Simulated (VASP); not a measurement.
Wanted: the native input for a VASP 6.6.1 run.

```
Task                   : relaxation of cell and atoms
Functional             : PBE
Potentials or basis    : VASP PAW PBE potentials, release 64 (Cu, Ge_d)
Cutoff                 : 600 eV
k mesh                 : 8 × 8 × 8
Occupations            : gaussian, width 0.1 eV
Spin                   : no spin polarisation
Dipole correction      : no
Further INCAR settings : ALGO = Normal; EDIFF = 1e-06; IBRION = 2; EDIFFG = -0.01; NSW = 100; ISIF = 3
```

The structure of CuGe6 lies in POSCAR:

```
CuGe6
1.0
   -3.5434917244      3.5434917244      3.5434917244
    3.5434917244     -3.5434917244      3.5434917244
    3.5434917244      3.5434917244     -3.5434917244
Cu Ge
1 6
Direct
    0.0000000000      0.0000000000      0.0000000000
    0.0000000000      0.6662933279      0.6662933279
    0.0000000000      0.3337066721      0.3337066721
    0.6662933279      0.0000000000      0.6662933279
    0.3337066721      0.0000000000      0.3337066721
    0.6662933279      0.6662933279      0.0000000000
    0.3337066721      0.3337066721      0.0000000000
```

One way to write it, as run:

INCAR

```
SYSTEM = CuGe6
PREC = Accurate
ENCUT = 600
EDIFF = 1E-6
ISMEAR = 0
SIGMA = 0.1
LREAL = .FALSE.
LASPH = .TRUE.
NELM = 100
ALGO = Normal
ISIF = 3
LWAVE = .FALSE.
LCHARG = .FALSE.
GGA = PE
IBRION = 2
NSW = 100
EDIFFG = -0.01
```

KPOINTS

```
regular mesh
0
G
  8 8 8
  0 0 0
```

Potentials or basis: VASP PAW PBE potentials, release 64 (Cu, Ge_d).

Run with:

```bash
$ cat potpaw_PBE.64/Cu/POTCAR potpaw_PBE.64/Ge_d/POTCAR > POTCAR
$ mpirun -np 1 vasp_std > vasp.out
```

Results of the run:

```json
{
 "Relaxed volume": "25.63 Å³/atom",
 "Relaxed cell": "a = 6.154 Å, b = 6.154 Å, c = 6.154 Å, α = 109.47°, β = 109.47°, γ = 109.47°",
 "Space group after relaxing (to 0.05 Å)": "Im-3m (No. 229)",
 "Energy gained by relaxing": "0.3 meV/atom",
 "Ionic steps": "3",
 "Pressure after relaxing": "0.0 GPa",
 "Largest force after relaxing": "0.009 eV/Å"
}
```

It took 17 min on 1 thread of Intel(R) Xeon(R) Platinum 8259CL CPU @ 2.50GHz (Skylake/Cascade Lake), on a shared host, peak memory 0.54 GiB.
